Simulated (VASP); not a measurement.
# MgS (Fm-3m) in VASP: a series of runs, part 2 of 4

VASP 6.6.1. The steps go on from the part before.

## (3) Vibrations by perturbation theory, PBEsol

This run uses another cell than the first one, of 15.68 Å³/atom, 1.041 times its volume.

Contents of INCAR:

```
PREC = Accurate
ENCUT = 520
EDIFF = 1E-8
ISMEAR = 0
SIGMA = 0.01
LREAL = F
LASPH = T
NELM = 60
ALGO = Normal
ISIF = 2
LWAVE = F
LCHARG = F
GGA = PS
IBRION = 8
NSW = 1
```

Contents of KPOINTS:

```
regular mesh
0
Gamma
  8 8 8
```

Contents of POSCAR:

```
MgS
1.0
    2.5029884614      2.5029884614      0.0000000000
   -2.5029884614      2.5029884614      0.0000000000
    0.0000000000      2.5029884614      2.5029884614
Mg S
1 1
Direct
    0.0000000000      0.0000000000      0.0000000000
    0.5000000000      0.5000000000      0.0000000000
```

Potentials or basis: VASP PAW PBE potentials, release 64 (Mg, S).

Run with:

```
cat potpaw_PBE.64/Mg/POTCAR potpaw_PBE.64/S/POTCAR > POTCAR
mpirun -np 1 vasp_std > vasp.out
```

OUTCAR:

```text
PREC = Accurate
   ENCUT = 520
   EDIFF = 1E-8
   ISMEAR = 0
   LREAL = F
   LASPH = T
   NELM = 60
   ISIF = 2
   GGA = PS
   IBRION = 8
   NSW = 1

 ion  position               nearest neighbor table
   1  0.000  0.000  0.000-   2 2.50   2 2.50   2 2.50   2 2.50   2 2.50   2 2.50
   2  0.500  0.500  0.000-   1 2.50   1 2.50   1 2.50   1 2.50   1 2.50   1 2.50

  LATTYP: Found a face centered cubic cell.
 ALAT       =     5.0059769228

  Lattice vectors:

 A1 = (   0.0000000000,   2.5029884614,   2.5029884614)
 A2 = (   2.5029884614,   0.0000000000,   2.5029884614)
 A3 = (   2.5029884614,   2.5029884614,   0.0000000000)

Analysis of symmetry for initial positions (statically):
=====================================================================
 Subroutine PRICEL returns:
 Original cell was already a primitive cell.

 Routine SETGRP: Setting up the symmetry group for a
 face centered cubic supercell.

 Subroutine GETGRP returns: Found 48 space group operations
 (whereof 48 operations were pure point group operations)
 out of a pool of 48 trial point group operations.

The static configuration has the point symmetry O_h .

Analysis of symmetry for dynamics (positions and initial velocities):
=====================================================================
 Subroutine PRICEL returns:
 Original cell was already a primitive cell.

 Routine SETGRP: Setting up the symmetry group for a
 face centered cubic supercell.

 Subroutine GETGRP returns: Found 48 space group operations
 (whereof 48 operations were pure point group operations)
 out of a pool of 48 trial point group operations.

The dynamic configuration has the point symmetry O_h .

 Subroutine INISYM returns: Found 48 space group operations
[... 445 lines left out ...]
    total drift:                               -0.000000      0.000000     -0.000000

  FREE ENERGIE OF THE ION-ELECTRON SYSTEM (eV)
  ---------------------------------------------------
  free  energy   TOTEN  =        -8.9800986562 eV

  energy  without entropy=       -8.9800986562  energy(sigma->0) =       -8.98009866

[... ionic steps 2 to 3 ...]

--------------------------------------- Ionic step        4  -------------------------------------------

------------------------ aborting loop because EDIFF is reached ----------------------------------------

[... ionic steps 5 to 6 ...]

--------------------------------------- Ionic step        7  -------------------------------------------

 Free energy of the ion-electron system (eV)
  ---------------------------------------------------
  ---------------------------------------------------
  free energy    TOTEN  =        -0.10575836 eV

  energy without entropy =       -0.10575836

------------------------ aborting loop because EDIFF is reached ----------------------------------------

 INTERNAL STRAIN TENSOR  FOR ION    2  DIRECTION 1   (eV/Angst):
 -----------------------------------------------------------------------------
     0.01929  0.00000  0.00000
     0.00000 -0.01747  0.00000
     0.00000  0.00000 -0.01747

 INTERNAL STRAIN TENSOR FOR ION    2 for displacements in x,y,z  (eV/Angst):
          X           Y           Z          XY          YZ          ZX
  --------------------------------------------------------------------------------
  x     0.00000     0.00000     0.00000     0.00000     0.00000     0.00000
  y     0.00000     0.00000     0.00000     0.00000     0.00000     0.00000
  z     0.00000     0.00000     0.00000     0.00000     0.00000     0.00000

 SECOND DERIVATIVES (NOT SYMMETRIZED)
 ------------------------------------
               1X          1Y          1Z          2X          2Y          2Z
  1X    -5.019643   -0.000000    0.000000    5.019643    0.000000   -0.000000
  1Y     0.000000   -5.019643   -0.000000   -0.000000    5.019643    0.000000
  1Z     0.000000    0.000000   -5.019643   -0.000000   -0.000000    5.019643
  2X     5.023223   -0.000000    0.000000   -5.023223    0.000000   -0.000000
  2Y     0.000000    5.023223   -0.000000   -0.000000   -5.023223    0.000000
  2Z     0.000000   -0.000000    5.023223   -0.000000    0.000000   -5.023223

 Eigenvectors and eigenvalues of the dynamical matrix
 ----------------------------------------------------

   1 f  =    9.421316 THz    59.195874 2PiTHz  314.261274 cm-1    38.963415 meV
             X         Y         Z           dx          dy          dz
      0.000000  0.000000  0.000000     0.000000    0.754098    0.000000
      0.000000  2.502988  0.000000    -0.000000   -0.656762    0.000000
[... 21 lines left out ...]
   6 f/i=    0.001663 THz     0.010450 2PiTHz    0.055476 cm-1     0.006878 meV
             X         Y         Z           dx          dy          dz
      0.000000  0.000000  0.000000    -0.007778    0.330538    0.567469
      0.000000  2.502988  0.000000    -0.008931    0.379525    0.651571

--------------------------------------------------------------------------------------------------------

 ELASTIC MODULI CONTR FROM IONIC RELAXATION (kBar)
 Direction    XX          YY          ZZ          XY          YZ          ZX
 --------------------------------------------------------------------------------
 XX           0.0000      0.0000      0.0000      0.0000      0.0000      0.0000
 YY           0.0000      0.0000      0.0000      0.0000      0.0000      0.0000
 ZZ           0.0000      0.0000      0.0000      0.0000      0.0000      0.0000
 XY           0.0000      0.0000      0.0000      0.0000      0.0000      0.0000
 YZ           0.0000      0.0000      0.0000      0.0000      0.0000      0.0000
 ZX           0.0000      0.0000      0.0000      0.0000      0.0000      0.0000
 --------------------------------------------------------------------------------
```

stdout:

```text
POSCAR found type information on POSCAR MgS
 POSCAR found :  2 types and       2 ions
 scaLAPACK will be used
 -----------------------------------------------------------------------------
|                                                                             |
|                                                                             |
|     You enforced a specific xc type in the INCAR file but a different       |
|     I HOPE YOU KNOW WHAT YOU ARE DOING!                                     |
|                                                                             |
 -----------------------------------------------------------------------------

 LDA part: xc-table for (Slater+PW92), standard interpolation
 POSCAR, INCAR and KPOINTS ok, starting setup
 FFT: planning ... GRIDC
 FFT: planning ... GRID_SOFT
 FFT: planning ... GRID
 WAVECAR not read
 entering main loop
 Linear response reoptimize wavefunctions to high precision
 Linear response DOF=           2
 Linear response progress:
 first order change of Fermi-energy   0.23451E-04
 force on displaced ion       1 direction 1 :  -5.020  -0.000  -0.000
 Linear response progress:
 first order change of Fermi-energy  -0.81620E-03
 force on displaced ion       2 direction 1 :  -5.023   0.000  -0.000
 Linear response finished
```

Run time: 36 s. Hardware: 1 thread of Intel Xeon 6975P-C (Granite Rapids), shared host; peak memory 0.19 GiB.

What came out:

```
Highest phonon frequency at Γ, LO-TO splitting left out : 314 cm⁻¹
```

Phonon frequencies in cm⁻¹ (negative: imaginary):
```tsv
q point	frequencies
(0.000, 0.000, 0.000)	0 0 0 314 314 314
```

Caveat: the cell wasn't relaxed at this level first, which shifts response properties; the PAW data sets were made with another functional, which shifts forces and pressure a little.

## (4) Vibrations by perturbation theory, PBEsol

This run uses another cell than the first one, of 16.11 Å³/atom, 1.069 times its volume.

Contents of INCAR:

```
  ALGO = Normal
  EDIFF = 1E-8
  ENCUT = 520
  GGA = PS
  IBRION = 8
  ISIF = 2
  ISMEAR = 0
  LASPH = T
  LCHARG = T
  LREAL = F
  LWAVE = F
  NELM = 60
  NSW = 1
  PREC = Accurate
  SIGMA = 0.01
```

Contents of KPOINTS:

```
k-points
0
Gamma
  8 8 8
```

Contents of POSCAR:

```
MgS
1.0
    2.5254140551      2.5254140551      0.0000000000
   -2.5254140551      2.5254140551      0.0000000000
    0.0000000000      2.5254140551      2.5254140551
Mg S
1 1
Direct
    0.0000000000      0.0000000000      0.0000000000
    0.5000000000      0.5000000000      0.0000000000
```

Potentials or basis: VASP PAW PBE potentials, release 64 (Mg, S).

Run with:

```
cat potpaw_PBE.64/Mg/POTCAR potpaw_PBE.64/S/POTCAR > POTCAR
mpirun -np 1 vasp_std > vasp.out
```

OUTCAR:

```text
EDIFF = 1E-8
   ENCUT = 520
   GGA = PS
   IBRION = 8
   ISIF = 2
   ISMEAR = 0
   LASPH = T
   LREAL = F
   NELM = 60
   NSW = 1
   PREC = Accurate

 ion  position               nearest neighbor table
   1  0.000  0.000  0.000-   2 2.53   2 2.53   2 2.53   2 2.53   2 2.53   2 2.53
   2  0.500  0.500  0.000-   1 2.53   1 2.53   1 2.53   1 2.53   1 2.53   1 2.53

  LATTYP: Found a face centered cubic cell.
 ALAT       =     5.0508281102

  Lattice vectors:

[... 520 lines left out ...]
               1X          1Y          1Z          2X          2Y          2Z
  1X    -4.443867   -0.000000    0.000000    4.443867    0.000000   -0.000000
  1Y     0.000000   -4.443867   -0.000000   -0.000000    4.443867    0.000000
  1Z    -0.000000   -0.000000   -4.443867    0.000000    0.000000    4.443867
  2X     4.448548    0.000000    0.000000   -4.448548    0.000000    0.000000
  2Y     0.000000    4.448548    0.000000    0.000000   -4.448548    0.000000
  2Z     0.000000    0.000000    4.448548    0.000000    0.000000   -4.448548

 Eigenvectors and eigenvalues of the dynamical matrix
 ----------------------------------------------------

   1 f  =    8.865180 THz    55.701566 2PiTHz  295.710558 cm-1    36.663420 meV
             X         Y         Z           dx          dy          dz
      0.000000  0.000000  0.000000     0.000000    0.754043    0.000000
      0.000000  2.525414  0.000000    -0.000000   -0.656825   -0.000000
[... 21 lines left out ...]
   6 f/i=    0.002311 THz     0.014521 2PiTHz    0.077090 cm-1     0.009558 meV
             X         Y         Z           dx          dy          dz
      0.000000  0.000000  0.000000    -0.030740    0.338448   -0.562075
      0.000000  2.525414  0.000000    -0.035290    0.388542   -0.645268

--------------------------------------------------------------------------------------------------------

 ELASTIC MODULI CONTR FROM IONIC RELAXATION (kBar)
 Direction    XX          YY          ZZ          XY          YZ          ZX
 --------------------------------------------------------------------------------
 XX           0.0000      0.0000      0.0000      0.0000      0.0000      0.0000
 YY           0.0000      0.0000      0.0000      0.0000      0.0000      0.0000
 ZZ           0.0000      0.0000      0.0000      0.0000      0.0000      0.0000
 XY           0.0000      0.0000      0.0000      0.0000      0.0000      0.0000
 YZ           0.0000      0.0000      0.0000      0.0000      0.0000      0.0000
 ZX           0.0000      0.0000      0.0000      0.0000      0.0000      0.0000
 --------------------------------------------------------------------------------
```

stdout:

```text
POSCAR found type information on POSCAR MgS
 POSCAR found :  2 types and       2 ions
 scaLAPACK will be used
 -----------------------------------------------------------------------------
|                                                                             |
|                                                                             |
|     You enforced a specific xc type in the INCAR file but a different       |
|     I HOPE YOU KNOW WHAT YOU ARE DOING!                                     |
|                                                                             |
 -----------------------------------------------------------------------------

 LDA part: xc-table for (Slater+PW92), standard interpolation
 POSCAR, INCAR and KPOINTS ok, starting setup
 FFT: planning ... GRIDC
 FFT: planning ... GRID_SOFT
 FFT: planning ... GRID
 WAVECAR not read
 entering main loop
 Linear response reoptimize wavefunctions to high precision
 Linear response DOF=           2
 Linear response progress:
 first order change of Fermi-energy   0.25550E-04
 force on displaced ion       1 direction 1 :  -4.444   0.000   0.000
 Linear response progress:
 first order change of Fermi-energy  -0.83159E-03
 force on displaced ion       2 direction 1 :  -4.449  -0.000   0.000
 Linear response finished
```

It took 32 s on 1 thread of Intel Xeon 6975P-C (Granite Rapids), shared host; peak memory 0.19 GiB.

Results:

| Property | Result |
| --- | --- |
| Highest phonon frequency at Γ, LO-TO splitting left out | 296 cm⁻¹ |

Phonon frequencies in cm⁻¹ (negative: imaginary):
```
              q point        frequencies
(0.000, 0.000, 0.000)  0 0 0 296 296 296
```

Caveat: the cell wasn't relaxed at this level first, which shifts response properties; the PAW data sets were made with another functional, which shifts forces and pressure a little.

(Continued in part 3 of 4.)
